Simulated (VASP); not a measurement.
Runs of VASP 6.6.1 on Pt. The structure is that of space group P6_3/mmc (No. 194), or close to it. The cells are those of the table. This isn't the form of Pt at room conditions, which is fcc.

| task | cell | cutoff (eV) | gap on the mesh (eV) | pressure (GPa) | relaxed volume (Å³/atom) |
| --- | --- | --- | --- | --- | --- |
| relaxation of cell and atoms | relaxed from a = 2.761, b = 2.761, c = 4.771 Å, angles 90.0, 90.0, 120.0°, 2 atoms | 600 | none | 0.0 | 15.73 |
| single point | a = 2.761, b = 2.761, c = 4.771 Å, angles 90.0, 90.0, 120.0°, 2 atoms | 520 | none | (a) | - |
| single point | a = 2.936, b = 2.936, c = 4.914 Å, angles 90.0, 90.0, 120.0°, 2 atoms | 520 | none | -24.7 | - |
| relaxation of cell and atoms | relaxed from a = 2.816, b = 2.816, c = 4.562 Å, angles 90.0, 90.0, 120.0°, 2 atoms | 600 | none | 0.0 | 15.73 |

Alike in all rows: level PBE; potentials or basis VASP PAW PBE potentials, release 64 (Pt); no spin polarisation; k mesh 17 × 17 × 9; smearing fermi-dirac 0.05 eV.

Task: Estimate the missing entries.

Result: (a) -0.5.

Caveats: spin-orbit coupling is left out, which moves the levels of the heavy elements; the cell stands under tension (at least some runs).

A k mesh can miss the band edges, and the runs leave out spin-orbit coupling on Pt.

A gap of «none» marks levels without a gap at the run's occupations.
